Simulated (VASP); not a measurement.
A run of VASP 6.6.1:

File INCAR:

```
SYSTEM = MgO
  ALGO = Normal
  EDIFF = 1E-6
  EDIFFG = -0.025
  ENCUT = 600
  GGA = PE
  IBRION = 2
  ISIF = 3
  ISMEAR = 0
  LASPH = .True.
  LCHARG = .False.
  LREAL = .False.
  LWAVE = .False.
  NELM = 80
  NSW = 80
  PREC = Accurate
  SIGMA = 0.1
```

File KPOINTS:

```
k-points
0
Gamma
  6 6 6
  0 0 0
```

File POSCAR:

```
MgO
1.0
   -0.0246719402      2.2648142597      2.2830727180
    2.2945078621      2.2678107030     -0.0276683835
   -2.3398024205      4.6085843478     -2.3373566062
Mg O
2 2
Direct
    0.7470873445      0.6917936452      0.8137431113
    0.2440677186      0.2393760797      0.2551029635
    0.3507360838      0.4601460572      0.8639916630
    0.9081088532      0.8586842178      0.3171622622
```

Potentials or basis: VASP PAW PBE potentials, release 64 (Mg, O).

The run is started by

```bash
$ cat potpaw_PBE.64/Mg/POTCAR potpaw_PBE.64/O/POTCAR > POTCAR
$ mpirun -np 1 vasp_std > vasp.out
```

Hardware: 1 thread of Intel Xeon 8259CL, with other jobs on the host.

Estimate the wall time of this run.

Wall time 27 min on 1 thread of Intel Xeon 8259CL, with other jobs on the host, peak memory 0.26 GiB. Counts: scf iterations 155, k points 112, ion steps 22.
